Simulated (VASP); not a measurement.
Crystal: AlN.

```
Al N
1.0
     0.00000    3.11777    3.11777
     3.11777    0.00000    3.11777
     3.11777    3.11777    0.00000
Al N
2 2
Direct
  0.75000 0.75000 0.75000
  0.50000 0.50000 0.50000
  0.00000 0.00000 0.00000
  0.25000 0.25000 0.25000
```

* Program: VASP 6.6.1
* Task: relaxation of cell and atoms
* Functional: PBE
* Potentials or basis: VASP PAW PBE potentials, release 64 (Al, N)
* Cutoff: 600 eV
* k mesh: 6 × 6 × 6
* Occupations: gaussian, width 0.1 eV
* Spin: no spin polarisation

At the start: pressure -18.4 GPa; volume 15.15 Å³/atom.

**Question.** Where does the relaxation end?

**Answer.** Over 3 steps the energy falls by 292.9 meV/atom and the volume is 11.27 Å³/atom (-25.6 %); space group Fd-3m (No. 227, to 0.05 Å).

The path:
```
step  energy change (eV)  largest force (eV/Å)  pressure (GPa)  volume (Å³)
   1              0.0000                0.0000          -18.41        60.61
   2             -1.1519                0.0000           -3.81        46.58
   3             -1.1714                0.0000           -0.32        45.09
```

Final structure:
```cif
data_structure
_symmetry_space_group_name_H-M 'P 1'
_symmetry_Int_Tables_number 1
_cell_length_a 3.9953
_cell_length_b 3.9953
_cell_length_c 3.9953
_cell_angle_alpha 60.000
_cell_angle_beta 60.000
_cell_angle_gamma 60.000
_cell_volume 45.09
loop_
_atom_site_label
_atom_site_type_symbol
_atom_site_fract_x
_atom_site_fract_y
_atom_site_fract_z
_atom_site_occupancy
Al1 Al 0.75000 0.75000 0.75000 1
Al2 Al 0.50000 0.50000 0.50000 1
N1 N 0.00000 0.00000 0.00000 1
N2 N 0.25000 0.25000 0.25000 1
```

Caveat: the volume moved by over 15 % at a fixed basis, so the end points are rough.
